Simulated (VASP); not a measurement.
Write the native input for VASP 6.6.1 that does the following.

```
Task                   : single point
Functional             : PBE
Potentials or basis    : VASP PAW PBE potentials, release 64 (Ag)
Cutoff                 : 520 eV
k mesh                 : 21 × 21 × 1
Occupations            : gaussian, width 0.1 eV
Spin                   : no spin polarisation
Dipole correction      : yes
Further INCAR settings : ALGO = Normal; EDIFF = 1e-07; NBANDS = 36
```

The structure of Ag lies in POSCAR:

```
Ag
1.0
    2.9299980800      0.0000000000      0.0000000000
   -1.4649990400      2.5374527700      0.0000000000
    0.0000000000      0.0000000000     26.5800001528
Ag
5
Direct
    0.3333333334      0.6666666667      0.3197893134
    0.6666666666      0.3333333334      0.4098946567
    0.3333333334      0.6666666667      0.4994760395
    0.6666666666      0.3333333334      0.5890619284
    0.3333333334      0.6666666667      0.6797955926
```

The input as run:

INCAR

```
  PREC = Accurate
  ENCUT = 520
  EDIFF = 1E-7
  ISMEAR = 0
  SIGMA = 0.1
  LREAL = F
  LASPH = T
  NELM = 60
  ALGO = Normal
  ISIF = 2
  LWAVE = F
  LCHARG = T
  LDIPOL = T
  IDIPOL = 3
  DIPOL = 0.5 0.5 0.500
  GGA = PE
  LELF = T
  LVHAR = T
  LVACPOTAV = T
  NBANDS = 36
```

KPOINTS

```
Automatic mesh
0
Gamma
  21 21 1
```

Potentials or basis: VASP PAW PBE potentials, release 64 (Ag).

Run with:

```console
$ cat potpaw_PBE.64/Ag/POTCAR > POTCAR
$ mpirun -np 1 vasp_std > vasp.out
```

Results of the run:

| Property | Result |
| --- | --- |
| Largest force | 0.097 eV/Å |
| Band gap on the k mesh | zero (an odd number of electrons rules out a gap without spin polarisation) |

Wall time 12 min on 1 thread of Intel Xeon 8259CL (shared host), peak memory 0.47 GiB.
